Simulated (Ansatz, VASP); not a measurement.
One calculation of MgO, two programs

INCAR

```
SYSTEM = MgO
ALGO = Normal
EDIFF = 1E-7
ENCUT = 520
GGA = PE
ISIF = 2
ISMEAR = -1
LASPH = .True.
LCHARG = .False.
LREAL = .False.
LWAVE = .False.
NBANDS = 11
NELM = 80
PREC = Accurate
SIGMA = 0.02
```

Contents of KPOINTS:

```
k-points
0
Gamma
  10 10 10
  0 0 0
```

File POSCAR:

```
MgO
1.0
   -0.0747404213      2.1115136908      2.1115136908
    2.1115136908     -0.0747404213      2.1115136908
    2.1115136908      2.1115136908     -0.0747404213
Mg O
1 1
Direct
    0.0000000000      0.0000000000      0.0000000000
    0.5000000000      0.5000000000      0.5000000000
```

Input for Ansatz:

```yaml
crystal:
  lattice:
    - [-0.0747404213, 2.1115136908, 2.1115136908]
    - [2.1115136908, -0.0747404213, 2.1115136908]
    - [2.1115136908, 2.1115136908, -0.0747404213]
  atoms:
    - { symbol: Mg, position: [0.0, 0.0, 0.0] }
    - { symbol: O, position: [0.5, 0.5, 0.5] }
kpoints:
  mp_grid: { grid: [10, 10, 10] }
  band_path:
    path:
      - [0.0, 0.0, 0.0]
      - [0.5, 0.0, 0.5]
      - [0.625, 0.25, 0.625]
      - [0.375, 0.375, 0.75]
      - [0.5, 0.5, 0.5]
      - [0.5, 0.25, 0.75]
    npoints: 1
hamiltonian:
  xc: pbe
scf:
  occupations: { method: fermi_dirac, width: 0.02 }
  n_extra_bands: 4
output:
  forces: true
  stress: true
  eigenvalues: true
```

Change from the starting cell: epitaxial_111 strain +4.0%.

Alike in both runs: task single point; functional PBE; k mesh 10 × 10 × 10; occupations fermi-dirac, width 0.02 eV; no spin polarisation.

|  | VASP | Ansatz |
| --- | --- | --- |
| version | VASP 6.6.1 | Ansatz 0.2.0 |
| potentials or method | VASP PAW PBE potentials, release 64 (Mg, O) | plane waves, PAW |
| plane-wave cutoff (eV) | 520 | 420 |
| valence electrons in the cell | 8 | 16 |

```csv
,VASP,Ansatz,Ansatz less VASP
gap on the k mesh at the Fermi level (eV),3.89,3.91,+0.020
pressure (GPa),-4.9,-4.2,+0.73
"traceless stress, the component that is largest in VASP (GPa)",4.45,4.42,-0.035
```

VASP's potentials hold 8 valence electrons a cell and Ansatz's 16, so a difference there can come from the potentials and not from the codes.
